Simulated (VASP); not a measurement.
SiPdC:

```
CELL_PARAMETERS angstrom
3.37561 0.00000 0.00000
0.00000 3.37561 0.00000
0.00000 0.00000 5.82380
ATOMIC_POSITIONS crystal
Si 0.50000 0.00000 0.23050
Si 0.00000 0.50000 0.76950
Pd 0.50000 0.00000 0.64800
Pd 0.00000 0.50000 0.35200
C 0.00000 0.00000 0.00000
C 0.50000 0.50000 0.00000
```

- Program: VASP 6.6.1
- Task: relaxation of cell and atoms
- Functional: PBE
- Potentials or basis: VASP PAW PBE potentials, release 64 (Si, Pd, C)
- Cutoff: 600 eV
- k mesh: 6 × 6 × 4
- Occupations: gaussian, width 0.1 eV
- Spin: no spin polarisation

At the start: pressure 13.8 GPa; volume 11.06 Å³/atom.

Question: Where does the relaxation end?

Answer: Over 13 steps the energy falls by 359.7 meV/atom and the volume is 12.28 Å³/atom (+11.0 %); space group P4/nmm (No. 129, to 0.1 Å) before and after.

Step by step:
```csv
step,energy change (eV),largest force (eV/Å),pressure (GPa),volume (Å³)
1,0.0000,2.9393,13.77,66.36
2,-0.9744,1.4524,-11.38,75.90
3,-0.9742,1.4565,-11.27,75.83
4,-1.7715,0.8249,-0.56,71.20
5,-1.8798,0.4458,8.51,68.78
6,-1.8838,0.5175,6.77,69.18
7,-2.1273,0.0469,3.61,71.76
8,-2.1431,0.3484,2.66,72.86
9,-2.1454,0.2491,2.88,72.59
10,-2.1372,0.2868,-3.39,75.11
11,-2.1576,0.0490,0.01,73.67
12,-2.1576,0.0507,0.07,73.65
13,-2.1580,0.0385,0.07,73.66
```

Final structure:
```yaml
crystal:
  lattice:
    - [3.64891, 0.00000, 0.00000]
    - [0.00000, 3.64891, 0.00000]
    - [0.00000, 0.00000, 5.53205]
  atoms:
    - { symbol: Si, position: [0.50000, 0.00000, 0.15401] }
    - { symbol: Si, position: [0.00000, 0.50000, 0.84599] }
    - { symbol: Pd, position: [0.50000, 0.00000, 0.57455] }
    - { symbol: Pd, position: [0.00000, 0.50000, 0.42545] }
    - { symbol: C, position: [0.00000, 0.00000, 0.00000] }
    - { symbol: C, position: [0.50000, 0.50000, 0.00000] }
```
